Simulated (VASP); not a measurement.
Write the native input for VASP 6.6.1 that does the following.

| Property | Result |
| --- | --- |
| Task | single point |
| Functional | PBEsol-based screened hybrid |
| Potentials or basis | VASP PAW PBE potentials, release 64 (Ta_pv, Te) |
| Cutoff | 520 eV |
| k mesh | 4 × 4 × 4 |
| Occupations | fermi-dirac, width 0.05 eV |
| Spin | no spin polarisation |
| Dipole correction | no |
| Grid for exact exchange (PRECFOCK) | Normal |
| Share of exact exchange | 0.25 |
| Further INCAR settings | ALGO = Normal; EDIFF = 1e-06; NBANDS = 16 |
| Screening parameter | 0.207 1/Å |

Crystal: TaTe.

```
Ta Te
1.0
     3.36130    0.00000    0.00000
     0.00000    3.36130    0.00000
     0.00000    0.00000    3.36130
Ta Te
1 1
Cartesian
  1.6807 1.6807 1.6807
  0.0000 0.0000 0.0000
```

These files were run (other wordings do the same):

POSCAR

```
TaTe
1.0
    3.3613039619      0.0000000000      0.0000000000
    0.0000000000      3.3613039619      0.0000000000
    0.0000000000      0.0000000000      3.3613039619
Ta Te
1 1
Direct
    0.5000000000      0.5000000000      0.5000000000
    0.0000000000      0.0000000000      0.0000000000
```

INCAR.step1

```
SYSTEM = TaTe
  PREC = Accurate
  ENCUT = 520
  EDIFF = 1E-5
  ISMEAR = -1
  SIGMA = 0.05
  LREAL = .FALSE.
  LASPH = .TRUE.
  NELM = 80
  ALGO = Normal
  ISIF = 2
  LWAVE = .TRUE.
  LCHARG = .FALSE.
  NBANDS = 16
  GGA = PE
```

INCAR.step2

```
SYSTEM = TaTe
  PREC = Accurate
  ENCUT = 520
  EDIFF = 1E-6
  ISMEAR = -1
  SIGMA = 0.05
  LREAL = .FALSE.
  LASPH = .TRUE.
  NELM = 80
  ALGO = Normal
  ISIF = 2
  LWAVE = .FALSE.
  LCHARG = .FALSE.
  GGA = PS
  LHFCALC = .TRUE.
  AEXX = 0.25
  HFSCREEN = 0.207
  PRECFOCK = Normal
  NBANDS = 16
  ISTART = 1
```

KPOINTS

```
Automatic mesh
0
G
  4 4 4
  0 0 0
```

Potentials or basis: VASP PAW PBE potentials, release 64 (Ta_pv, Te).

Run with:

```console
$ cat potpaw_PBE.64/Ta_pv/POTCAR potpaw_PBE.64/Te/POTCAR > POTCAR
$ cp INCAR.step1 INCAR
$ mpirun -np 1 vasp_std > vasp.out
$ cp INCAR.step2 INCAR
$ mpirun -np 1 vasp_std > vasp.out
```

Results of the run:

```
Pressure : -0.9 GPa
```

Caveat: the k points lie up to 0.47 Å⁻¹ apart; the PAW data sets were made with another functional, which shifts forces and pressure a little.

It took 8.6 min on 1 thread of Intel(R) Xeon(R) Platinum 8259CL CPU @ 2.50GHz (Skylake/Cascade Lake), with other jobs on the host, peak memory 0.26 GiB.
